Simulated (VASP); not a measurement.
# BaS in VASP: further runs, part 2 of 2

VASP 6.6.1. Earlier steps stand in the parts before.

## 3. Single point, LDA (equal xx and yy strain of -1 %)

The input, INCAR:

```
PREC = Accurate ; ENCUT = 520
EDIFF = 1E-6 ; ISMEAR = -1
SIGMA = 0.01 ; LREAL = False
LASPH = True ; NELM = 80
ALGO = Normal ; ISIF = 2
LWAVE = False ; LCHARG = False
NBANDS = 15
```

The input, KPOINTS:

```
Automatic mesh
0
Gamma
  7 7 7
```

The input, POSCAR:

```
BaS
1.0
    0.0000000000      3.1618125000      3.1937500000
    3.1618125000      0.0000000000      3.1937500000
    3.1618125000      3.1618125000      0.0000000000
Ba S
1 1
Direct
    0.0000000000      0.0000000000      0.0000000000
    0.5000000000      0.5000000000      0.5000000000
```

Potentials or basis: VASP PAW LDA potentials, release 64 (Ba_sv, S).

Command:

```sh
cat potpaw_LDA.64/Ba_sv/POTCAR potpaw_LDA.64/S/POTCAR > POTCAR
mpirun -np 1 vasp_std > vasp.out
```

OUTCAR:

```text
PREC = Accurate
   ENCUT = 520
   EDIFF = 1E-6
   ISMEAR = -1
   LREAL = False
   LASPH = True
   NELM = 80
   ISIF = 2

 ion  position               nearest neighbor table
   1  0.000  0.000  0.000-   2 3.16   2 3.16   2 3.16   2 3.16   2 3.19   2 3.19
   2  0.500  0.500  0.500-   1 3.16   1 3.16   1 3.16   1 3.16   1 3.19   1 3.19

  LATTYP: Found a body centered tetragonal cell.
 ALAT       =     4.4714781192
 C/A-ratio  =     1.4284985479

  Lattice vectors:

 A1 = (  -3.1618125000,   0.0000000000,   3.1937500000)
 A2 = (   3.1618125000,   0.0000000000,   3.1937500000)
 A3 = (   0.0000000000,   3.1618125000,  -3.1937500000)

Analysis of symmetry for initial positions (statically):
=====================================================================
 Subroutine PRICEL returns:
 Original cell was already a primitive cell.

 Routine SETGRP: Setting up the symmetry group for a
 body centered tetragonal supercell.

 Subroutine GETGRP returns: Found 16 space group operations
 (whereof 16 operations were pure point group operations)
 out of a pool of 16 trial point group operations.

The static configuration has the point symmetry D_4h.

Analysis of symmetry for dynamics (positions and initial velocities):
=====================================================================
 Subroutine PRICEL returns:
 Original cell was already a primitive cell.

 Routine SETGRP: Setting up the symmetry group for a
 body centered tetragonal supercell.

 Subroutine GETGRP returns: Found 16 space group operations
 (whereof 16 operations were pure point group operations)
 out of a pool of 16 trial point group operations.

The dynamic configuration has the point symmetry D_4h.

 Subroutine INISYM returns: Found 16 space group operations
 (whereof 16 operations are pure point group operations),
 and found     1 'primitive' translations

----------------------------------------------------------------------------------------

                                     Primitive cell

  volume of cell :      63.8562

  direct lattice vectors                    reciprocal lattice vectors
     0.000000000  3.161812500  3.193750000    -0.158137144  0.158137144  0.156555773
     3.161812500  0.000000000  3.193750000     0.158137144 -0.158137144  0.156555773
     3.161812500  3.161812500  0.000000000     0.158137144  0.158137144 -0.156555773

  length of vectors
     4.494118083  4.494118083  4.471478119     0.272991617  0.272991617  0.272991617

  position of ions in fractional coordinates (direct lattice)
     0.000000000  0.000000000  0.000000000
     0.500000000  0.500000000  0.500000000

  ion indices of the primitive-cell ions
   primitive index   ion index
                 1           1
                 2           2

----------------------------------------------------------------------------------------

 KPOINTS: Automatic mesh

Automatic generation of k-mesh.
 Grid dimensions read from file:
 generate k-points for:    7    7    7

 Generating k-lattice:

  Cartesian coordinates                     Fractional coordinates (reciprocal lattice)
    -0.022591021  0.022591021  0.022365110     0.142857143  0.000000000  0.000000000
     0.022591021 -0.022591021  0.022365110     0.000000000  0.142857143  0.000000000
     0.022591021  0.022591021 -0.022365110    -0.000000000 -0.000000000  0.142857143
[... 40 lines left out ...]
   number of dos      NEDOS =    301   number of ions     NIONS =      2
   total plane-waves  NPLWV =  46656
   dimension x,y,z NGX =    36 NGY =   36 NGZ =   36
   dimension x,y,z NGXF=    72 NGYF=   72 NGZF=   72
   ions per type =               1   1
   NGX,Y,Z   is equivalent  to a cutoff of  13.32, 13.32, 13.38 a.u.
   NGXF,Y,Z  is equivalent  to a cutoff of  26.63, 26.63, 26.77 a.u.
 SYSTEM =  unknown system
   PREC   = accura    normal or accurate (medium, high low for compatibility)
   ISTART =      0    job   : 0-new  1-cont  2-samecut
   ICHARG =      2    charge: 1-file 2-atom 10-const
   ISPIN  =      1    spin polarized calculation?
   LNONCOLLINEAR =      F non collinear calculations
   LSORBIT =      F    spin-orbit coupling
   LASPH  =      T    aspherical Exc in radial PAW
   ENCUT  =  520.0 eV  38.22 Ry    6.18 a.u.   8.36  8.36  8.31*2*pi/ulx,y,z
   NELM   =     80;   NELMIN=  2; NELMDL= -5     # of ELM steps
   EDIFF  = 0.1E-05   stopping-criterion for ELM
   LREAL  =      F    real-space projection
   EDIFFG = 0.1E-04   stopping-criterion for IOM
   NSW    =      0    number of steps for IOM
   IBRION =     -1    ionic relax: 0-MD 1-quasi-New 2-CG
   NFREE  =      0    steps in history (QN), initial steepest desc. (CG)
   ISIF   =      2    stress and relaxation
   ISYM   =      2    0-nonsym 1-usesym 2-fastsym
   POTIM  = 0.5000    time-step for ionic-motion
   TEBEG  =    0.0;   TEEND  =   0.0 temperature during run
   PSTRESS=    0.0 pullay stress
   NELECT =      16.0000    total number of electrons
   NUPDOWN=      -1.0000    fix difference up-down
   EMIN   =  10.00;   EMAX   =-10.00  energy-range for DOS
   EFERMI =   0.00;   METHOD = LEGACY
   ISMEAR =    -1;   SIGMA  =   0.01  broadening in eV -4-tet -1-fermi 0-gaus
   EFERMI_NEDOS =   21; number of points for ismear=-14 and -15
   IALGO  =     38    algorithm
   IMIX   =      4    mixing-type and parameters
     AMIX     =   0.40;   BMIX     =  1.00
     AMIX_MAG =   1.60;   BMIX_MAG =  1.00
  volume/ion in A,a.u.               =      31.93       215.46
  Fermi-wavevector in a.u.,A,eV,Ry     =   1.032081  1.950350 14.492806  1.065191
  Thomas-Fermi vector in A             =   2.166261
   LORBIT       =      0    0 simple, 1 ext, 2 COOP (PROOUT), +10 PAW based schemes
   GGA     = CA    functional components
   LHFCALC =     F    Hartree Fock is set to
   AEXX    =    0.0000 exact exchange contribution
   IVDW    =     0    specifies the selected vdW correction
   LEPSILON=     F    determine dielectric tensor
   LRPA    =     F    only Hartree local field effects (RPA)
 non-spin polarized calculation
  energy-cutoff  :      520.00
  volume of cell :       63.86
 maximum number of plane-waves:      1743
 NGX is ok and might be reduce to    36
   NGX = 17   NGY = 17   NGZ = 17

 number of electron      16.0000000 magnetization

 Free energy of the ion-electron system (eV)
  ---------------------------------------------------
  ext. energy  EPLUGINS =         0.00000000
  ---------------------------------------------------
  free energy    TOTEN  =       -11.16994915 eV

  energy without entropy =      -11.16994915  energy(sigma->0) =      -11.16994915

 E-fermi :   1.6277     XC(G=0):  -9.0735

 val. band max:        1.3602048648   @ k =   0.0000   0.0000   0.0000
 cond. band min:       3.2736625876   @ k =   0.4286   0.0000   0.4286
 fundamental gap:      1.9134577228
 Fermi energy:         1.6276780527

 k-point     1 :       0.0000    0.0000    0.0000
  band No.  band energies     occupation
      1     -24.5915      2.00000
      2      -9.6632      2.00000
      3      -9.6632      2.00000
      4      -9.6606      2.00000
      5      -8.9988      2.00000
      6       1.3245      2.00000
      7       1.3602      2.00000
      8       1.3602      2.00000
      9       4.7529      0.00000
     10       5.0022      0.00000
     11       5.0742      0.00000
     12       5.0742      0.00000
     13       6.0312      0.00000
     14       6.0878      0.00000
[... 401 lines left out ...]
      2     -10.6197      2.00000
      3      -9.9134      2.00000
      4      -9.8005      2.00000
      5      -8.0433      2.00000
      6      -0.1266      2.00000
      7       0.4255      2.00000
      8       0.7300      2.00000
      9       5.3053      0.00000
     10       6.4957      0.00000
     11       7.7593      0.00000
     12       7.9023      0.00000
     13       9.1450      0.00000
     14      10.2423      0.00000
     15      10.5858      0.00000

 [... further k-points ...]

------------------------ aborting loop because EDIFF is reached ----------------------------------------

  FORCE on cell =-STRESS in cart. coord.  units (eV):
  Direction    XX          YY          ZZ          XY          YZ          ZX
  --------------------------------------------------------------------------------------
  -------------------------------------------------------------------------------------
  Total       -0.2605514     -0.2605514     -0.6132844      0.0000000      0.0000000     -0.0000000
  in kB       -6.5373372     -6.5373372    -15.3875451      0.0000000      0.0000000     -0.0000000
  external PRESSURE =      -9.4874065 kB  Pullay stress =       0.0000000 kB

 VOLUME and BASIS-vectors are now :
 -----------------------------------------------------------------------------
  energy-cutoff  :      520.00
  volume of cell :       63.86
      direct lattice vectors                 reciprocal lattice vectors
     0.000000000  3.161812500  3.193750000    -0.158137144  0.158137144  0.156555773
     3.161812500  0.000000000  3.193750000     0.158137144 -0.158137144  0.156555773
     3.161812500  3.161812500  0.000000000     0.158137144  0.158137144 -0.156555773

 POSITION                                       TOTAL-FORCE (eV/Angst)
 -----------------------------------------------------------------------------------
      0.00000      0.00000      0.00000         0.000000     -0.000000     -0.000000
      3.16181      3.16181      3.19375        -0.000000      0.000000      0.000000
 -----------------------------------------------------------------------------------
    total drift:                                0.000000      0.000000      0.000000

  FREE ENERGIE OF THE ION-ELECTRON SYSTEM (eV)
  ---------------------------------------------------
  free  energy   TOTEN  =       -11.1699491505 eV

  energy  without entropy=      -11.1699491505  energy(sigma->0) =      -11.16994915
```

OSZICAR:

```text
N       E                     dE             d eps       ncg     rms          rms(c)
DAV:   1     0.763567230424E+02    0.76357E+02   -0.68986E+03  1200   0.932E+02
DAV:   2    -0.713362299812E+01   -0.83490E+02   -0.76343E+02  1609   0.168E+02
DAV:   3    -0.115923444641E+02   -0.44587E+01   -0.44227E+01  1680   0.396E+01
DAV:   4    -0.116910125334E+02   -0.98668E-01   -0.98641E-01  1616   0.579E+00
DAV:   5    -0.116926219267E+02   -0.16094E-02   -0.16094E-02  1681   0.581E-01    0.498E+00
DAV:   6    -0.111979132925E+02    0.49471E+00   -0.65770E-01  1375   0.484E+00    0.346E+00
DAV:   7    -0.111750943107E+02    0.22819E-01   -0.13604E-01  1545   0.202E+00    0.197E+00
DAV:   8    -0.111707847982E+02    0.43095E-02   -0.20114E-02  1333   0.813E-01    0.237E-01
DAV:   9    -0.111698035032E+02    0.98129E-03   -0.25402E-03  1480   0.301E-01    0.133E-01
DAV:  10    -0.111699658127E+02   -0.16231E-03   -0.22484E-04  1403   0.106E-01    0.318E-02
DAV:  11    -0.111699484464E+02    0.17366E-04   -0.52909E-05  1599   0.426E-02    0.120E-02
DAV:  12    -0.111699491505E+02   -0.70412E-06   -0.46895E-06  1354   0.122E-02
   1 F= -.11169949E+02 E0= -.11169949E+02  d E =-.795622E-14
```

stdout:

```text
POSCAR found type information on POSCAR BaS
 POSCAR found :  2 types and       2 ions
 scaLAPACK will be used
 LDA part: xc-table for (Slater(with rela. corr.)+CA(PZ))
 , standard interpolation
 POSCAR, INCAR and KPOINTS ok, starting setup
 FFT: planning ... GRIDC
 FFT: planning ... GRID_SOFT
 FFT: planning ... GRID
 WAVECAR not read
 entering main loop
```

Wall time 54 s (1 thread of AMD EPYC 7R13, shared host); peak memory 0.16 GiB.

What came out:

| Quantity | Value |
| --- | --- |
| Free energy | -11.1699 eV |
| Pressure | -0.9 GPa |
| Band gap on the k mesh | 1.91 eV, indirect (least direct gap 2.05 eV) |

Levels at points of the mesh, in eV from the valence-band top:
| k point | band 4 | band 5 | band 6 | band 7 | band 8 | band 9 | band 10 | band 11 | band 12 | band 13 |
| --- | --- | --- | --- | --- | --- | --- | --- | --- | --- | --- |
| (0.00, 0.00, 0.00) | -11.02 | -10.36 | -0.04 | 0.00 | 0.00 | 3.39 | 3.64 | 3.71 | 3.71 | 4.67 |

Caveat: the cell differs from its parent crystal (equal xx and yy strain of -1 %); spin-orbit coupling is left out, which moves the levels of the heavy elements.

## 4. Single point, LDA (equal xy, yz and zx shear strains of -2 %)

The input, INCAR:

```
SYSTEM = BaS
PREC     = Accurate       ! precision mode
ENCUT    = 520            ! plane-wave cutoff, eV
EDIFF    = 1E-6           ! SCF threshold, eV
ISMEAR   = -1             ! smearing method
SIGMA    = 0.01           ! smearing width, eV
LREAL    = .False.        ! projectors in reciprocal space
LASPH    = .True.         ! aspherical terms in the spheres
NELM     = 100            ! most SCF steps
ALGO     = Normal         ! electronic algorithm
ISIF     = 2              ! what is computed and relaxed
LWAVE    = .False.        ! write WAVECAR
LCHARG   = .True.         ! write CHGCAR
LELF     = .True.         ! ELF
LVHAR    = .True.       
NBANDS   = 15             ! bands
```

The input, KPOINTS:

```
regular mesh
0
Gamma
  7 7 7
  0 0 0
```

The input, POSCAR:

```
BaS
1.0
   -0.0638750000      3.1618125000      3.1618125000
    3.1618125000     -0.0638750000      3.1618125000
    3.1618125000      3.1618125000     -0.0638750000
Ba S
1 1
Direct
    0.0000000000      0.0000000000      0.0000000000
    0.5000000000      0.5000000000      0.5000000000
```

Command:

```sh
cat potpaw_LDA.64/Ba_sv/POTCAR potpaw_LDA.64/S/POTCAR > POTCAR
mpirun -np 1 vasp_std > vasp.out
```

It took 63 s on 1 thread of AMD EPYC 7R13, shared host; peak memory 0.16 GiB.

The run converged. Its results:

| Quantity | Value |
| --- | --- |
| Free energy | -11.1555 eV |
| Pressure | -1.9 GPa |
| Band gap on the k mesh | 1.91 eV, indirect (least direct gap 2.08 eV) |

Stress tensor (GPa, compression positive):
```
-1.85  0.37  0.37
 0.37 -1.85  0.37
 0.37  0.37 -1.85
```

Levels at points of the mesh, in eV from the valence-band top:
```tsv
k point	band 5	band 6	band 7	band 8	band 9	band 10	band 11	band 12
(0.00, 0.00, 0.00)	-10.36	-0.07	-0.07	0.00	3.24	3.56	3.56	3.85
```

Caveat: the cell differs from its parent crystal (equal xy, yz and zx shear strains of -2 %); spin-orbit coupling is left out, which moves the levels of the heavy elements.

## 5. Overview

| cell | gap on the mesh (eV) | pressure (GPa) |
| --- | --- | --- |
| a = 4.472, b = 4.472, c = 4.426 Å, angles 60.3, 60.3, 59.3°, 2 atoms | 1.86 | 0.1 |
| a = 4.494, b = 4.494, c = 4.471 Å, angles 60.2, 60.2, 59.7°, 2 atoms | 1.91 | -0.9 |
| a = 4.472 Å, angles 61.3°, 2 atoms | 1.91 | -1.9 |

Alike in all rows: task single point; level LDA; potentials or basis VASP PAW LDA potentials, release 64 (Ba_sv, S); no spin polarisation; k mesh 7 × 7 × 7; cutoff (eV) 520; smearing fermi-dirac 0.01 eV.

Caveats: spin-orbit coupling is left out, which moves the levels of the heavy elements.

Total energies depend on the potentials used, so only differences within one code and one set of settings carry meaning.
